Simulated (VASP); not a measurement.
# As (Pm-3m) in VASP: a series of runs, part 2 of 2

VASP 6.6.1. Earlier steps stand in the parts before.

## (4) Single point, RPBE (volume scaled by 1.04)

Input file INCAR:

```
SYSTEM = As
  PREC = Accurate
  ENCUT = 520
  EDIFF = 1E-6
  ISMEAR = -1
  SIGMA = 0.1
  LREAL = .False.
  LASPH = .True.
  NELM = 60
  ALGO = Normal
  ISIF = 2
  LWAVE = .False.
  LCHARG = .False.
  GGA = RP
  NBANDS = 8
```

Input file KPOINTS:

```
regular mesh
0
Gamma
  13 13 13
  0 0 0
```

Input file POSCAR:

```
As
1.0
    2.7899852163      0.0000000000      0.0000000000
    0.0000000000      2.7899852163      0.0000000000
    0.0000000000      0.0000000000      2.7899852163
As
1
Direct
    0.0000000000      0.0000000000      0.0000000000
```

Potentials or basis: VASP PAW PBE potentials, release 64 (As).

Command:

```sh
cat potpaw_PBE.64/As/POTCAR > POTCAR
mpirun -np 1 vasp_std > vasp.out
```

OUTCAR:

```text
SYSTEM = As
   PREC = Accurate
   ENCUT = 520
   EDIFF = 1E-6
   ISMEAR = -1
   LREAL = .False.
   LASPH = .True.
   NELM = 60
   ISIF = 2
   GGA = RP

 ion  position               nearest neighbor table
   1  0.000  0.000  0.000-

  LATTYP: Found a simple cubic cell.
 ALAT       =     2.7899852163

  Lattice vectors:

 A1 = (   2.7899852163,   0.0000000000,   0.0000000000)
 A2 = (   0.0000000000,   2.7899852163,   0.0000000000)
 A3 = (   0.0000000000,   0.0000000000,   2.7899852163)

Analysis of symmetry for initial positions (statically):
=====================================================================
 Subroutine PRICEL returns:
 Original cell was already a primitive cell.

 Routine SETGRP: Setting up the symmetry group for a
 simple cubic supercell.

 Subroutine GETGRP returns: Found 48 space group operations
 (whereof 48 operations were pure point group operations)
 out of a pool of 48 trial point group operations.

The static configuration has the point symmetry O_h .

Analysis of symmetry for dynamics (positions and initial velocities):
=====================================================================
 Subroutine PRICEL returns:
 Original cell was already a primitive cell.

 Routine SETGRP: Setting up the symmetry group for a
 simple cubic supercell.

 Subroutine GETGRP returns: Found 48 space group operations
 (whereof 48 operations were pure point group operations)
 out of a pool of 48 trial point group operations.

The dynamic configuration has the point symmetry O_h .

 Subroutine INISYM returns: Found 48 space group operations
 (whereof 48 operations are pure point group operations),
 and found     1 'primitive' translations

----------------------------------------------------------------------------------------

                                     Primitive cell

  volume of cell :      21.7173

[... 102 lines left out ...]
   EFERMI_NEDOS =   21; number of points for ismear=-14 and -15
   IALGO  =     38    algorithm
   IMIX   =      4    mixing-type and parameters
     AMIX     =   0.40;   BMIX     =  1.00
     AMIX_MAG =   1.60;   BMIX_MAG =  1.00
  volume/ion in A,a.u.               =      21.72       146.56
  Fermi-wavevector in a.u.,A,eV,Ry     =   1.003374  1.896102 13.697799  1.006760
  Thomas-Fermi vector in A             =   2.135922
   LORBIT       =      0    0 simple, 1 ext, 2 COOP (PROOUT), +10 PAW based schemes
   GGA     = RP    functional components
   LHFCALC =     F    Hartree Fock is set to
   AEXX    =    0.0000 exact exchange contribution
   IVDW    =     0    specifies the selected vdW correction
   LEPSILON=     F    determine dielectric tensor
   LRPA    =     F    only Hartree local field effects (RPA)
 non-spin polarized calculation
  energy-cutoff  :      520.00
  volume of cell :       21.72
 maximum number of plane-waves:       603
 NGX is ok and might be reduce to    24
   NGX = 11   NGY = 11   NGZ = 11

 number of electron       4.9999999 magnetization

 Free energy of the ion-electron system (eV)
  ---------------------------------------------------
  ext. energy  EPLUGINS =         0.00000000
  ---------------------------------------------------
  free energy    TOTEN  =        -4.18407408 eV

  energy without entropy =       -4.17331213  energy(sigma->0) =       -4.17869310

 E-fermi :   5.0748     XC(G=0):  -9.9633

 val. band max:        5.0695941268   @ k =   0.3077   0.2308   0.1538
 cond. band min:       5.1216356639   @ k =   0.3846   0.3077   0.3077
 fundamental gap:      0.0520415372
 Fermi energy:         5.0748035309

 k-point     1 :       0.0000    0.0000    0.0000
  band No.  band energies     occupation
      1      -9.1576      2.00000
      2       8.8106      0.00000
      3       8.8106      0.00000
      4       8.8106      0.00000
      5      13.3710      0.00000
      6      13.3710      0.00000
      7      14.8626      0.00000
      8      28.6883      0.00000
[... 243 lines left out ...]
 k-point    24 :       0.3846    0.3077    0.0000
  band No.  band energies     occupation
      1      -5.4999      2.00000
      2       1.2385      2.00000
      3       3.3983      2.00000
      4      11.2382      0.00000
      5      11.5953      0.00000
      6      17.8752      0.00000
      7      21.3919      0.00000
      8      22.6482      0.00000

 [... further k-points ...]
[... 5 lines left out ...]
  --------------------------------------------------------------------------------------
  -------------------------------------------------------------------------------------
  Total       -0.3955788     -0.3955788     -0.3955788      0.0000000     -0.0000000     -0.0000000
  in kB      -29.1835354    -29.1835354    -29.1835354      0.0000000     -0.0000000     -0.0000000
  external PRESSURE =     -29.1835354 kB  Pullay stress =       0.0000000 kB

 VOLUME and BASIS-vectors are now :
 -----------------------------------------------------------------------------
  energy-cutoff  :      520.00
  volume of cell :       21.72
      direct lattice vectors                 reciprocal lattice vectors
     2.789985216  0.000000000  0.000000000     0.358424838  0.000000000  0.000000000
     0.000000000  2.789985216  0.000000000     0.000000000  0.358424838  0.000000000
     0.000000000  0.000000000  2.789985216     0.000000000  0.000000000  0.358424838

 POSITION                                       TOTAL-FORCE (eV/Angst)
 -----------------------------------------------------------------------------------
      0.00000      0.00000      0.00000         0.000000      0.000000      0.000000
 -----------------------------------------------------------------------------------
    total drift:                               -0.000000      0.000000      0.000000

  FREE ENERGIE OF THE ION-ELECTRON SYSTEM (eV)
  ---------------------------------------------------
  free  energy   TOTEN  =        -4.1840740789 eV

  energy  without entropy=       -4.1733121292  energy(sigma->0) =       -4.17869310
```

Wall time 4.1 s (1 thread of Intel Xeon 6975P-C (Granite Rapids), shared host); peak memory 0.14 GiB.

What came out:

```
Free energy : -4.1841 eV
Pressure    : -2.9 GPa
```

Levels at points of the mesh, in eV from the Fermi level:
```csv
k point,band 1,band 2,band 3,band 4,band 5
"(0.00, 0.00, 0.00)",-14.23,3.74,3.74,3.74,8.30
```

Caveat: the PAW data sets were made with another functional, which shifts forces and pressure a little.

## (5) Single point, RPBE (volume scaled by 1.08)

Input file INCAR:

```
SYSTEM = As
PREC = Accurate
ENCUT = 520
EDIFF = 1E-6
ISMEAR = -1
SIGMA = 0.1
LREAL = .FALSE.
LASPH = .TRUE.
NELM = 80
ALGO = Normal
ISIF = 2
LWAVE = .FALSE.
LCHARG = .FALSE.
GGA = RP
NBANDS = 8
```

Input file KPOINTS:

```
Automatic mesh
0
G
  13 13 13
  0 0 0
```

Input file POSCAR:

```
As
1.0
    2.8253052344      0.0000000000      0.0000000000
    0.0000000000      2.8253052344      0.0000000000
    0.0000000000      0.0000000000      2.8253052344
As
1
Direct
    0.0000000000      0.0000000000      0.0000000000
```

Potentials or basis: VASP PAW PBE potentials, release 64 (As).

Command:

```sh
cat potpaw_PBE.64/As/POTCAR > POTCAR
mpirun -np 1 vasp_std > vasp.out
```

OUTCAR:

```text
SYSTEM = As
   PREC = Accurate
   ENCUT = 520
   EDIFF = 1E-6
   ISMEAR = -1
   LREAL = .FALSE.
   LASPH = .TRUE.
   NELM = 80
   ISIF = 2
   GGA = RP

 ion  position               nearest neighbor table
   1  0.000  0.000  0.000-

  LATTYP: Found a simple cubic cell.
 ALAT       =     2.8253052344

  Lattice vectors:

 A1 = (   2.8253052344,   0.0000000000,   0.0000000000)
 A2 = (   0.0000000000,   2.8253052344,   0.0000000000)
 A3 = (   0.0000000000,   0.0000000000,   2.8253052344)

Analysis of symmetry for initial positions (statically):
[... 432 lines left out ...]
  band No.  band energies     occupation
      1      -5.7652      2.00000
      2       1.0088      2.00000
      3       3.0616      2.00000
      4      10.8765      0.00000
      5      10.9056      0.00000
      6      17.2421      0.00000
      7      20.7568      0.00000
      8      21.9728      0.00000

 [... further k-points ...]
[... 5 lines left out ...]
  --------------------------------------------------------------------------------------
  -------------------------------------------------------------------------------------
  Total       -0.7081868     -0.7081868     -0.7081868     -0.0000000     -0.0000000     -0.0000000
  in kB      -50.3109234    -50.3109234    -50.3109234     -0.0000000     -0.0000000     -0.0000000
  external PRESSURE =     -50.3109234 kB  Pullay stress =       0.0000000 kB

 VOLUME and BASIS-vectors are now :
 -----------------------------------------------------------------------------
  energy-cutoff  :      520.00
  volume of cell :       22.55
      direct lattice vectors                 reciprocal lattice vectors
     2.825305234  0.000000000  0.000000000     0.353944058  0.000000000  0.000000000
     0.000000000  2.825305234  0.000000000     0.000000000  0.353944058  0.000000000
     0.000000000  0.000000000  2.825305234     0.000000000  0.000000000  0.353944058

 POSITION                                       TOTAL-FORCE (eV/Angst)
 -----------------------------------------------------------------------------------
      0.00000      0.00000      0.00000         0.000000      0.000000      0.000000
 -----------------------------------------------------------------------------------
    total drift:                               -0.000000     -0.000000      0.000000

  FREE ENERGIE OF THE ION-ELECTRON SYSTEM (eV)
  ---------------------------------------------------
  free  energy   TOTEN  =        -4.1631394978 eV

  energy  without entropy=       -4.1516041178  energy(sigma->0) =       -4.15737181
```

OSZICAR:

```text
N       E                     dE             d eps       ncg     rms          rms(c)
DAV:   1     0.253212046134E+01    0.25321E+01   -0.19670E+03  1344   0.458E+02
DAV:   2    -0.406898852471E+01   -0.66011E+01   -0.63951E+01  1712   0.494E+01
DAV:   3    -0.415526005171E+01   -0.86272E-01   -0.86173E-01  1576   0.593E+00
DAV:   4    -0.415536625463E+01   -0.10620E-03   -0.10620E-03  2088   0.236E-01
DAV:   5    -0.415536631469E+01   -0.60055E-07   -0.60182E-07  1584   0.338E-03    0.171E+00
DAV:   6    -0.415954440974E+01   -0.41781E-02   -0.25192E-03  1672   0.287E-01    0.998E-01
DAV:   7    -0.416299811364E+01   -0.34537E-02   -0.61419E-03  1448   0.437E-01    0.828E-02
DAV:   8    -0.416312960276E+01   -0.13149E-03   -0.21694E-04  1696   0.975E-02    0.864E-03
DAV:   9    -0.416313714646E+01   -0.75437E-05   -0.63141E-06  1816   0.158E-02    0.440E-03
DAV:  10    -0.416313945559E+01   -0.23091E-05   -0.52233E-06  1464   0.138E-02    0.471E-04
DAV:  11    -0.416313949777E+01   -0.42175E-07   -0.24587E-08  1032   0.106E-03
   1 F= -.41631395E+01 E0= -.41573718E+01  d E =-.115354E-01
```

Run time: 4 s. Hardware: 1 thread of Intel Xeon 6975P-C (Granite Rapids), shared host; peak memory 0.14 GiB.

Results:

```
Free energy : -4.1631 eV
Pressure    : -5.0 GPa
```

Levels at points of the mesh, in eV from the Fermi level:
```tsv
k point	band 1	band 2	band 3	band 4	band 5	band 6	band 7
(0.00, 0.00, 0.00)	-13.92	3.61	3.61	3.61	8.28	8.28	9.50
```

Caveat: the PAW data sets were made with another functional, which shifts forces and pressure a little.

## (6) Overview

| cell | gap on the mesh (eV) | pressure (GPa) |
| --- | --- | --- |
| a = 2.717 Å, 1 atom | none | 3.0 |
| a = 2.754 Å, 1 atom | none | -0.3 |
| a = 2.790 Å, 1 atom | none | -2.9 |
| a = 2.825 Å, 1 atom | none | -5.0 |

Alike in all rows: task single point; level RPBE; potentials or basis VASP PAW PBE potentials, release 64 (As); no spin polarisation; k mesh 13 × 13 × 13; cutoff (eV) 520; smearing fermi-dirac 0.1 eV.

Caveats: the PAW data sets were made with another functional, which shifts forces and pressure a little.

Absolute energies hang on the potentials; compare differences alone.
